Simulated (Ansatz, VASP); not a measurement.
**P in VASP and in Ansatz**

```xyz
8
Lattice="3.2962 0.0000 0.0000 0.0000 4.4392 0.0000 0.0000 0.0000 21.7462" Properties=species:S:1:pos:R:3 pbc="T T T"
P     1.6481    4.0729    4.5000
P     0.0000    2.5858    4.5000
P     1.6481    0.3663    6.6231
P     0.0000    1.8533    6.6231
P     4.1202    3.6956   10.7831
P     2.4721    2.2085   10.7831
P     4.1202   -0.0110   12.9062
P     2.4721    1.4760   12.9062
```

Alike in both runs: task single point; functional PBE; dispersion D3(BJ); k mesh 8 × 6 × 1; occupations gaussian, width 0.05 eV; no spin polarisation.

|  | VASP | Ansatz |
| --- | --- | --- |
| version | VASP 6.6.1 | Ansatz 0.2.0 |
| potentials or method | VASP PAW PBE potentials, release 64 (P), cutoff 520 eV | scalar-relativistic, plane waves, PAW |
| valence electrons in the cell | 40 | 40 |

```csv
,VASP,Ansatz,Ansatz less VASP
gap on the k mesh at the Fermi level (eV),0.50,0.49,-0.015
least direct gap on the mesh (eV),0.50,0.49,-0.015
rms of the force components (eV/Å),0.031,0.034,+0.0032
```

Atom by atom the forces differ by 0.031 eV/Å (rms over components).
